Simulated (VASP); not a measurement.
Write the native input for VASP 6.6.1 that does the following.

| Item | Value |
| --- | --- |
| Task | single point |
| Functional | PBE |
| Potentials or basis | VASP PAW PBE potentials, release 64 (Ga_d, As) |
| Cutoff | 520 eV |
| k mesh | 8 × 8 × 8 |
| Occupations | gaussian, width 0.1 eV |
| Spin | no spin polarisation |
| Dipole correction | no |
| k mesh for the DOS | 12 × 12 × 12 |
| Occupations for the DOS | tetrahedron |
| Further INCAR settings | ALGO = Fast; EDIFF = 1e-06; NBANDS = 40 |

Crystal: Ga2As.

```
CELL_PARAMETERS angstrom
5.74924 0.00000 0.00000
0.00000 5.74924 0.00000
0.00000 0.00000 5.74924
ATOMIC_POSITIONS crystal
Ga 0.25000 0.25000 0.25000
Ga 0.25000 0.75000 0.75000
Ga 0.75000 0.75000 0.25000
Ga 0.75000 0.25000 0.75000
As 0.00000 0.00000 0.00000
As 0.50000 0.50000 0.50000
```

One way to write it, as run:

POSCAR

```
Ga2As
1.0
    5.7492435438      0.0000000000      0.0000000000
    0.0000000000      5.7492435438      0.0000000000
    0.0000000000      0.0000000000      5.7492435438
Ga As
4 2
Direct
    0.2500000000      0.2500000000      0.2500000000
    0.2500000000      0.7500000000      0.7500000000
    0.7500000000      0.7500000000      0.2500000000
    0.7500000000      0.2500000000      0.7500000000
    0.0000000000      0.0000000000      0.0000000000
    0.5000000000      0.5000000000      0.5000000000
```

INCAR.step1

```
SYSTEM = Ga2As
ALGO = Fast
EDIFF = 1E-6
ENCUT = 520
GGA = PE
ISIF = 2
ISMEAR = 0
LASPH = .True.
LCHARG = .True.
LREAL = .False.
LWAVE = .False.
NBANDS = 40
NELM = 80
PREC = Accurate
SIGMA = 0.1
```

KPOINTS.step1

```
k-points
0
Gamma
  8 8 8
  0 0 0
```

INCAR.step2

```
SYSTEM = Ga2As
ALGO = Fast
EDIFF = 1E-6
ENCUT = 520
GGA = PE
ICHARG = 11
ISIF = 2
ISMEAR = -5
LASPH = .True.
LCHARG = .False.
LORBIT = 10
LREAL = .False.
LWAVE = .False.
NBANDS = 40
NEDOS = 1001
NELM = 80
PREC = Accurate
SIGMA = 0.1
```

KPOINTS.step2

```
k-points
0
Gamma
  12 12 12
  0 0 0
```

Potentials or basis: VASP PAW PBE potentials, release 64 (Ga_d, As).

The run is started by

```console
$ cat potpaw_PBE.64/Ga_d/POTCAR potpaw_PBE.64/As/POTCAR > POTCAR
$ cp INCAR.step1 INCAR
$ cp KPOINTS.step1 KPOINTS
$ mpirun -np 1 vasp_std > vasp.out
$ cp INCAR.step2 INCAR
$ cp KPOINTS.step2 KPOINTS
$ mpirun -np 1 vasp_std > vasp.out
```

It gave:

```
Valence electrons inside the program's atomic spheres : Ga 11.49; As 2.75
```

It took 23 min on 1 thread of Oxide Virtual Turin-like Processor, with other jobs on the host, peak memory 0.61 GiB.
